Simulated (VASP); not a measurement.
# ZrNbSe3 (Pm-3m) in VASP: further runs, part 2 of 2

VASP 6.6.1. Earlier steps stand in the parts before.

## 3. Single point, PBE, collinear spin

This run uses another cell than the first one, of 19.88 Å³/atom.

File INCAR:

```
SYSTEM = ZrNbSe3
PREC = Accurate
ENCUT = 520
EDIFF = 1E-6
ISMEAR = 0
SIGMA = 0.1
LREAL = .FALSE.
LASPH = .TRUE.
NELM = 150
ALGO = Normal
ISIF = 2
LWAVE = .FALSE.
LCHARG = .FALSE.
ISPIN = 2
MAGMOM = 0.03 2.61 -0.07 -0.07 -0.07
LORBIT = 11
LMAXMIX = 4
GGA = PE
NBANDS = 34
```

File KPOINTS:

```
regular mesh
0
G
  4 4 4
  0 0 0
```

File POSCAR:

```
ZrNbSe3
1.0
    4.6319791800      0.0000000000      0.0000000000
    0.0000000000      4.6319791800      0.0000000000
    0.0000000000      0.0000000000      4.6319791800
Zr Nb Se
1 1 3
Direct
    0.5000000000      0.5000000000      0.5000000000
    0.0000000000      0.0000000000      0.0000000000
    0.5000000000      0.5000000000      0.0000000000
    0.0000000000      0.5000000000      0.5000000000
    0.5000000000      0.0000000000      0.5000000000
```

Potentials or basis: VASP PAW PBE potentials, release 64 (Zr_sv, Nb_sv, Se).

Launch:

```sh
cat potpaw_PBE.64/Zr_sv/POTCAR potpaw_PBE.64/Nb_sv/POTCAR potpaw_PBE.64/Se/POTCAR > POTCAR
mpirun -np 1 vasp_std > vasp.out
```

OUTCAR:

```text
SYSTEM = ZrNbSe3
   PREC = Accurate
   ENCUT = 520
   EDIFF = 1E-6
   ISMEAR = 0
   LREAL = .FALSE.
   LASPH = .TRUE.
   NELM = 150
   ISIF = 2
   ISPIN = 2
   LORBIT = 11
   GGA = PE

 ion  position               nearest neighbor table
   1  0.500  0.500  0.500-   3 2.32   4 2.32   5 2.32   3 2.32   5 2.32   4 2.32
   2  0.000  0.000  0.000-
   3  0.500  0.500  0.000-   1 2.32   1 2.32
   4  0.000  0.500  0.500-   1 2.32   1 2.32
   5  0.500  0.000  0.500-   1 2.32   1 2.32

  LATTYP: Found a simple cubic cell.
 ALAT       =     4.6319791800

  Lattice vectors:

 A1 = (   4.6319791800,   0.0000000000,   0.0000000000)
 A2 = (   0.0000000000,   4.6319791800,   0.0000000000)
 A3 = (   0.0000000000,   0.0000000000,   4.6319791800)

Analysis of symmetry for initial positions (statically):
=====================================================================
 Subroutine PRICEL returns:
 Original cell was already a primitive cell.

 Routine SETGRP: Setting up the symmetry group for a
 simple cubic supercell.

[... 910 lines left out ...]
  -------------------------------------------------------------------------------------
  Total       24.1201582     24.1201582     24.1201582      0.0000000     -0.0000000      0.0000000
  in kB      388.8579111    388.8579111    388.8579111      0.0000000     -0.0000000      0.0000000
  external PRESSURE =     388.8579111 kB  Pullay stress =       0.0000000 kB

 VOLUME and BASIS-vectors are now :
 -----------------------------------------------------------------------------
  energy-cutoff  :      520.00
  volume of cell :       99.38
      direct lattice vectors                 reciprocal lattice vectors
     4.631979180  0.000000000  0.000000000     0.215890435  0.000000000  0.000000000
     0.000000000  4.631979180  0.000000000     0.000000000  0.215890435  0.000000000
     0.000000000  0.000000000  4.631979180     0.000000000  0.000000000  0.215890435

 POSITION                                       TOTAL-FORCE (eV/Angst)
 -----------------------------------------------------------------------------------
      2.31599      2.31599      2.31599         0.000000      0.000000      0.000000
      0.00000      0.00000      0.00000         0.000000      0.000000      0.000000
      2.31599      2.31599      0.00000         0.000000      0.000000      0.000000
      0.00000      2.31599      2.31599         0.000000      0.000000      0.000000
      2.31599      0.00000      2.31599         0.000000      0.000000      0.000000
 -----------------------------------------------------------------------------------
    total drift:                                0.000000      0.000000      0.000000

  FREE ENERGIE OF THE ION-ELECTRON SYSTEM (eV)
  ---------------------------------------------------
  free  energy   TOTEN  =       -25.4391020281 eV

  energy  without entropy=      -25.4163162347  energy(sigma->0) =      -25.42770913

 total charge

# of ion       s       p       d       tot
------------------------------------------
    1        2.253   6.129   2.196  10.579
    2        2.065   5.903   2.536  10.504
    3        1.490   2.515   0.071   4.076
    4        1.490   2.515   0.071   4.076
    5        1.490   2.515   0.071   4.076
--------------------------------------------------
tot          8.787  19.578   4.945  33.310

 magnetization (x)

# of ion       s       p       d       tot
------------------------------------------
    1        0.005   0.003   0.030   0.038
    2        0.030   0.014   2.074   2.118
    3        0.006  -0.097   0.008  -0.084
    4        0.006  -0.097   0.008  -0.084
    5        0.006  -0.097   0.008  -0.084
--------------------------------------------------
tot          0.052  -0.275   2.128   1.905
```

OSZICAR:

```text
N       E                     dE             d eps       ncg     rms          rms(c)
DAV:   1     0.381044950932E+03    0.38104E+03   -0.20873E+04  1360   0.119E+03
DAV:   2     0.179680564267E+01   -0.37925E+03   -0.36206E+03  1680   0.363E+02
DAV:   3    -0.265153251496E+02   -0.28312E+02   -0.27455E+02  2192   0.846E+01
[... 12 lines left out ...]
DAV:  16    -0.254389240035E+02   -0.47385E-03   -0.87788E-04  1630   0.156E-01    0.890E-02
DAV:  17    -0.254390984576E+02   -0.17445E-03   -0.34281E-04  1588   0.805E-02    0.217E-02
DAV:  18    -0.254390915769E+02    0.68807E-05   -0.34791E-05  1674   0.306E-02    0.224E-02
DAV:  19    -0.254391015083E+02   -0.99314E-05   -0.72903E-06  1634   0.124E-02    0.709E-03
DAV:  20    -0.254391020281E+02   -0.51976E-06   -0.12584E-06  1102   0.706E-03
   1 F= -.25439102E+02 E0= -.25427709E+02  d E =-.227858E-01  mag=     2.6297
```

stdout:

```text
POSCAR found type information on POSCAR ZrNbSe
 POSCAR found :  3 types and       5 ions
 scaLAPACK will be used
 LDA part: xc-table for (Slater+PW92), standard interpolation
 POSCAR, INCAR and KPOINTS ok, starting setup
 FFT: planning ... GRIDC
 FFT: planning ... GRID_SOFT
 FFT: planning ... GRID
 WAVECAR not read
 entering main loop
```

Wall time 1.9 min (1 thread of Intel Xeon 8259CL, shared host); peak memory 0.26 GiB.

What came out:

```yaml
Free_energy: -25.4391 eV
Pressure: 38.9 GPa
Net_moment: 2.63 μB per cell
Site_moments: Zr +0.04; Nb +2.12; Se -0.08 μB
Valence_electrons_inside_the_program's_atomic_spheres: Zr 10.58; Nb 10.50; Se 4.08
```

Caveat: the cell stands under pressure.

## 4. Single point, PBE, collinear spin

This run uses another cell than the first one, of 27.12 Å³/atom.

File INCAR:

```
SYSTEM = ZrNbSe3
PREC = Accurate
ENCUT = 520
EDIFF = 1E-7
ISMEAR = 0
SIGMA = 0.1
LREAL = .False.
LASPH = .True.
NELM = 150
ALGO = Normal
ISIF = 2
LWAVE = .False.
LCHARG = .False.
ISPIN = 2
MAGMOM = -0.01 3.14 -0.13 -0.13 -0.13
LORBIT = 11
LMAXMIX = 4
GGA = PE
NBANDS = 34
```

File KPOINTS:

```
regular mesh
0
Gamma
  4 4 4
  0 0 0
```

POSCAR: that of step 3 with these lines changed.

```diff
@@ -2,5 +2,5 @@
 1.0
-    4.6319791800      0.0000000000      0.0000000000
-    0.0000000000      4.6319791800      0.0000000000
-    0.0000000000      0.0000000000      4.6319791800
+    5.1376371779      0.0000000000      0.0000000000
+    0.0000000000      5.1376371779      0.0000000000
+    0.0000000000      0.0000000000      5.1376371779
 Zr Nb Se
```

Potentials or basis: VASP PAW PBE potentials, release 64 (Zr_sv, Nb_sv, Se).

Launch:

```sh
cat potpaw_PBE.64/Zr_sv/POTCAR potpaw_PBE.64/Nb_sv/POTCAR potpaw_PBE.64/Se/POTCAR > POTCAR
mpirun -np 1 vasp_std > vasp.out
```

OUTCAR:

```text
SYSTEM = ZrNbSe3
   PREC = Accurate
   ENCUT = 520
   EDIFF = 1E-7
   ISMEAR = 0
   LREAL = .False.
   LASPH = .True.
   NELM = 150
   ISIF = 2
   ISPIN = 2
   LORBIT = 11
   GGA = PE

 ion  position               nearest neighbor table
   1  0.500  0.500  0.500-   3 2.57   4 2.57   5 2.57   3 2.57   5 2.57   4 2.57
   2  0.000  0.000  0.000-
   3  0.500  0.500  0.000-   1 2.57   1 2.57
   4  0.000  0.500  0.500-   1 2.57   1 2.57
   5  0.500  0.000  0.500-   1 2.57   1 2.57

  LATTYP: Found a simple cubic cell.
 ALAT       =     5.1376371779

  Lattice vectors:

 A1 = (   5.1376371779,   0.0000000000,   0.0000000000)
 A2 = (   0.0000000000,   5.1376371779,   0.0000000000)
 A3 = (   0.0000000000,   0.0000000000,   5.1376371779)

Analysis of symmetry for initial positions (statically):
=====================================================================
 Subroutine PRICEL returns:
 Original cell was already a primitive cell.

 Routine SETGRP: Setting up the symmetry group for a
 simple cubic supercell.

[... 910 lines left out ...]
  -------------------------------------------------------------------------------------
  Total        0.1622830      0.1622830      0.1622830     -0.0000000     -0.0000000      0.0000000
  in kB        1.9173144      1.9173144      1.9173144     -0.0000000     -0.0000000      0.0000000
  external PRESSURE =       1.9173144 kB  Pullay stress =       0.0000000 kB

 VOLUME and BASIS-vectors are now :
 -----------------------------------------------------------------------------
  energy-cutoff  :      520.00
  volume of cell :      135.61
      direct lattice vectors                 reciprocal lattice vectors
     5.137637178  0.000000000  0.000000000     0.194642005  0.000000000  0.000000000
     0.000000000  5.137637178  0.000000000     0.000000000  0.194642005  0.000000000
     0.000000000  0.000000000  5.137637178     0.000000000  0.000000000  0.194642005

 POSITION                                       TOTAL-FORCE (eV/Angst)
 -----------------------------------------------------------------------------------
      2.56882      2.56882      2.56882         0.000000      0.000000      0.000000
      0.00000      0.00000      0.00000         0.000000      0.000000      0.000000
      2.56882      2.56882      0.00000         0.000000      0.000000      0.000000
      0.00000      2.56882      2.56882         0.000000      0.000000      0.000000
      2.56882      0.00000      2.56882         0.000000      0.000000      0.000000
 -----------------------------------------------------------------------------------
    total drift:                                0.000000      0.000000     -0.000000

  FREE ENERGIE OF THE ION-ELECTRON SYSTEM (eV)
  ---------------------------------------------------
  free  energy   TOTEN  =       -28.8265316942 eV

  energy  without entropy=      -28.7959920496  energy(sigma->0) =      -28.81126187

 total charge

# of ion       s       p       d       tot
------------------------------------------
    1        2.180   6.024   1.585   9.790
    2        2.053   5.884   2.560  10.496
    3        1.465   2.390   0.024   3.879
    4        1.465   2.390   0.024   3.879
    5        1.465   2.390   0.024   3.879
--------------------------------------------------
tot          8.627  19.078   4.218  31.923

 magnetization (x)

# of ion       s       p       d       tot
------------------------------------------
    1        0.002   0.000  -0.019  -0.017
    2        0.033   0.014   2.333   2.380
    3        0.002  -0.126   0.002  -0.122
    4        0.002  -0.126   0.002  -0.122
    5        0.002  -0.126   0.002  -0.122
--------------------------------------------------
tot          0.041  -0.365   2.320   1.996
```

OSZICAR:

```text
N       E                     dE             d eps       ncg     rms          rms(c)
DAV:   1     0.345414977801E+03    0.34541E+03   -0.19920E+04  1368   0.114E+03
DAV:   2    -0.198565057558E+01   -0.34740E+03   -0.33406E+03  1720   0.336E+02
DAV:   3    -0.294986910775E+02   -0.27513E+02   -0.26664E+02  2112   0.816E+01
DAV:   4    -0.316971260351E+02   -0.21984E+01   -0.21600E+01  2206   0.202E+01
DAV:   5    -0.317723173943E+02   -0.75191E-01   -0.75140E-01  1920   0.249E+00    0.206E+01
DAV:   6    -0.296998372910E+02    0.20725E+01   -0.16471E+01  1750   0.132E+01    0.129E+01
DAV:   7    -0.289663259300E+02    0.73351E+00   -0.90786E+00  1838   0.113E+01    0.601E+00
DAV:   8    -0.288028308485E+02    0.16350E+00   -0.97028E-01  1740   0.328E+00    0.188E+00
DAV:   9    -0.288238464628E+02   -0.21016E-01   -0.97777E-02  1810   0.191E+00    0.914E-01
DAV:  10    -0.288265333060E+02   -0.26868E-02   -0.22566E-02  1860   0.761E-01    0.443E-01
DAV:  11    -0.288264463704E+02    0.86936E-04   -0.31455E-03  1776   0.298E-01    0.157E-01
DAV:  12    -0.288265029153E+02   -0.56545E-04   -0.22244E-03  1626   0.195E-01    0.881E-02
DAV:  13    -0.288265254263E+02   -0.22511E-04   -0.40793E-04  1648   0.103E-01    0.232E-02
DAV:  14    -0.288265323055E+02   -0.68792E-05   -0.25171E-05  2032   0.300E-02    0.143E-02
DAV:  15    -0.288265319846E+02    0.32088E-06   -0.36844E-06  1864   0.949E-03    0.483E-03
DAV:  16    -0.288265317601E+02    0.22447E-06   -0.73483E-07  1792   0.388E-03    0.146E-03
DAV:  17    -0.288265316942E+02    0.65939E-07   -0.12964E-07  1094   0.190E-03
   1 F= -.28826532E+02 E0= -.28811262E+02  d E =-.305396E-01  mag=     2.7376
```

stdout:

```text
POSCAR found type information on POSCAR ZrNbSe
 POSCAR found :  3 types and       5 ions
 scaLAPACK will be used
 LDA part: xc-table for (Slater+PW92), standard interpolation
 POSCAR, INCAR and KPOINTS ok, starting setup
 FFT: planning ... GRIDC
 FFT: planning ... GRID_SOFT
 FFT: planning ... GRID
 WAVECAR not read
 entering main loop
```

Run time: 2.6 min. Hardware: 1 thread of Intel Xeon 8259CL, shared host; peak memory 0.32 GiB.

Results:

| Property | Result |
| --- | --- |
| Free energy | -28.8265 eV |
| Pressure | 0.2 GPa |
| Net moment | 2.74 μB per cell |
| Site moments | Zr -0.02; Nb +2.38; Se -0.12 μB |
| Valence electrons inside the program's atomic spheres | Zr 9.79; Nb 10.50; Se 3.88 |

## 5. Relaxation of cell and atoms, PBE, collinear spin

This run uses another cell than the first one, of 19.88 Å³/atom.

File INCAR:

```
  ALGO = Normal
  EDIFF = 1E-7
  EDIFFG = -0.04
  ENCUT = 600
  GGA = PE
  IBRION = 2
  ISIF = 3
  ISMEAR = 0
  ISPIN = 2
  LASPH = T
  LCHARG = F
  LMAXMIX = 4
  LORBIT = 11
  LREAL = F
  LWAVE = F
  MAGMOM = -0.01 3.14 -0.13 -0.13 -0.13
  NELM = 150
  NSW = 90
  PREC = Accurate
  SIGMA = 0.1
```

File KPOINTS:

```
k-points
0
Gamma
  4 4 4
```

POSCAR: that of step 4 with these lines changed.

```diff
@@ -2,5 +2,5 @@
 1.0
-    5.1376371779      0.0000000000      0.0000000000
-    0.0000000000      5.1376371779      0.0000000000
-    0.0000000000      0.0000000000      5.1376371779
+    4.6319791800      0.0000000000      0.0000000000
+    0.0000000000      4.6319791800      0.0000000000
+    0.0000000000      0.0000000000      4.6319791800
 Zr Nb Se
```

Potentials or basis: VASP PAW PBE potentials, release 64 (Zr_sv, Nb_sv, Se).

Launch:

```sh
cat potpaw_PBE.64/Zr_sv/POTCAR potpaw_PBE.64/Nb_sv/POTCAR potpaw_PBE.64/Se/POTCAR > POTCAR
mpirun -np 1 vasp_std > vasp.out
```

OUTCAR:

```text
EDIFF = 1E-7
   EDIFFG = -0.04
   ENCUT = 600
   GGA = PE
   IBRION = 2
   ISIF = 3
   ISMEAR = 0
   ISPIN = 2
   LASPH = T
   LORBIT = 11
   LREAL = F
   NELM = 150
   NSW = 90
   PREC = Accurate

 ion  position               nearest neighbor table
   1  0.500  0.500  0.500-   3 2.32   4 2.32   5 2.32   3 2.32   5 2.32   4 2.32
   2  0.000  0.000  0.000-
   3  0.500  0.500  0.000-   1 2.32   1 2.32
   4  0.000  0.500  0.500-   1 2.32   1 2.32
   5  0.500  0.000  0.500-   1 2.32   1 2.32

  LATTYP: Found a simple cubic cell.
 ALAT       =     4.6319791800

  Lattice vectors:

 A1 = (   4.6319791800,   0.0000000000,   0.0000000000)
[... 897 lines left out ...]
  ext. energy  EPLUGINS =         0.00000000
  ---------------------------------------------------
  free energy    TOTEN  =       -28.81850446 eV

  energy without entropy =      -28.78806332  energy(sigma->0) =      -28.80328389

 E-fermi :   4.6528     XC(G=0):  -9.3988

 val. band max:        4.6186892755   @ k =   0.5000   0.2500   0.0000
 cond. band min:       4.6592996849   @ k =   0.2500   0.2500   0.0000
 fundamental gap:      0.0406104094
 Fermi energy:         4.6528469393

 spin component 1

 k-point     1 :       0.0000    0.0000    0.0000
  band No.  band energies     occupation
      1     -51.5574      1.00000
      2     -44.9272      1.00000
      3     -27.7180      1.00000
      4     -27.7180      1.00000
      5     -27.7180      1.00000
      6     -23.0294      1.00000
[... 604 lines left out ...]
  FREE ENERGIE OF THE ION-ELECTRON SYSTEM (eV)
  ---------------------------------------------------
  free  energy   TOTEN  =       -28.8185044591 eV

  energy  without entropy=      -28.7880633232  energy(sigma->0) =      -28.80328389

 reached required accuracy - stopping structural energy minimisation

 total charge

# of ion       s       p       d       tot
------------------------------------------
    1        2.179   6.022   1.575   9.777
    2        2.052   5.883   2.563  10.499
    3        1.464   2.388   0.024   3.876
    4        1.464   2.388   0.024   3.876
    5        1.464   2.388   0.024   3.876
--------------------------------------------------
tot          8.624  19.069   4.210  31.904

 magnetization (x)

# of ion       s       p       d       tot
------------------------------------------
    1        0.002   0.000  -0.019  -0.017
    2        0.033   0.014   2.341   2.388
    3        0.002  -0.126   0.002  -0.123
    4        0.002  -0.126   0.002  -0.123
    5        0.002  -0.126   0.002  -0.123
--------------------------------------------------
tot          0.041  -0.365   2.328   2.004
```

OSZICAR:

```text
N       E                     dE             d eps       ncg     rms          rms(c)
DAV:   1     0.441553207028E+03    0.44155E+03   -0.23230E+04  1040   0.173E+03
DAV:   2     0.103724062735E+02   -0.43118E+03   -0.42485E+03  1354   0.501E+02
[... 110 lines left out ...]
DAV:   5    -0.288183590309E+02   -0.15350E-03   -0.59595E-04  1716   0.100E-01    0.759E-02
DAV:   6    -0.288184293701E+02   -0.70339E-04   -0.10028E-04  1838   0.434E-02    0.467E-02
DAV:   7    -0.288184988525E+02   -0.69482E-04   -0.10240E-04  1924   0.498E-02    0.152E-02
DAV:   8    -0.288185039804E+02   -0.51279E-05   -0.85939E-06  1816   0.176E-02    0.548E-03
DAV:   9    -0.288185044766E+02   -0.49622E-06   -0.17309E-06  1466   0.741E-03    0.275E-03
DAV:  10    -0.288185044591E+02    0.17524E-07   -0.13800E-07   892   0.250E-03
   4 F= -.28818504E+02 E0= -.28803284E+02  d E =-.337911E+01  mag=     2.7450
```

Run time: 15 min. Hardware: 1 thread of Intel Xeon 8259CL, shared host; peak memory 0.33 GiB.

Results:

```yaml
Free_energy: -28.8185 eV
Relaxed_volume: 27.31 Å³/atom
Relaxed_cell: a = 5.149 Å, b = 5.149 Å, c = 5.149 Å, α = 90.00°, β = 90.00°, γ = 90.00°
Space_group_after_relaxing_to_0.1_Å: Pm-3m (No. 221)
Energy_gained_by_relaxing: 675.8 meV/atom
Ionic_steps: 4
Pressure_after_relaxing: -0.2 GPa
Net_moment: 2.75 μB per cell
Site_moments: Zr -0.02; Nb +2.39; Se -0.12 μB
Valence_electrons_inside_the_program's_atomic_spheres: Zr 9.78; Nb 10.50; Se 3.88
```

Step by step:
```
step  energy change (eV)  largest force (eV/Å)  pressure (GPa)  volume (Å³)
   1              0.0000                0.0000           38.89        99.38
   2             -1.3136                0.0000           -9.95       186.18
   3             -3.3763                0.0000           -0.67       137.51
   4             -3.3791                0.0000           -0.23       136.53
```

Final structure:
```yaml
crystal:
  lattice:
    - [5.14923, 0.00000, 0.00000]
    - [0.00000, 5.14923, 0.00000]
    - [0.00000, 0.00000, 5.14923]
  atoms:
    - { symbol: Zr, position: [0.50000, 0.50000, 0.50000] }
    - { symbol: Nb, position: [0.00000, 0.00000, 0.00000] }
    - { symbol: Se, position: [0.50000, 0.50000, 0.00000] }
    - { symbol: Se, position: [0.00000, 0.50000, 0.50000] }
    - { symbol: Se, position: [0.50000, 0.00000, 0.50000] }
```

Caveat: the volume moved by over 15 % at a fixed basis, so the end points are rough; the highest band is partly filled, so the run has too few bands.

## 6. The runs side by side

| task | cell | k mesh | cutoff (eV) | gap on the mesh (eV) | pressure (GPa) | moment (μB) |
| --- | --- | --- | --- | --- | --- | --- |
| single point | a = 5.143 Å, 5 atoms | 8 × 8 × 8 | 520 | none | 0.1 | 2.93 |
| single point | a = 4.632 Å, 5 atoms | 4 × 4 × 4 | 520 | none | 38.9 | 2.63 |
| single point | a = 5.138 Å, 5 atoms | 4 × 4 × 4 | 520 | none | 0.2 | 2.74 |
| relaxation of cell and atoms | relaxed from a = 4.632 Å, 5 atoms | 4 × 4 × 4 | 600 | - | -0.2 | 2.75 |

Alike in all rows: level PBE; potentials or basis VASP PAW PBE potentials, release 64 (Zr_sv, Nb_sv, Se); spin collinear; smearing gaussian 0.1 eV.

Caveats: the cell stands under pressure (at least some runs); the volume moved by over 15 % at a fixed basis, so the end points are rough (at least some runs); the highest band is partly filled, so the run has too few bands (at least some runs).

Total energies depend on the potentials used, so only differences within one code and one set of settings carry meaning.
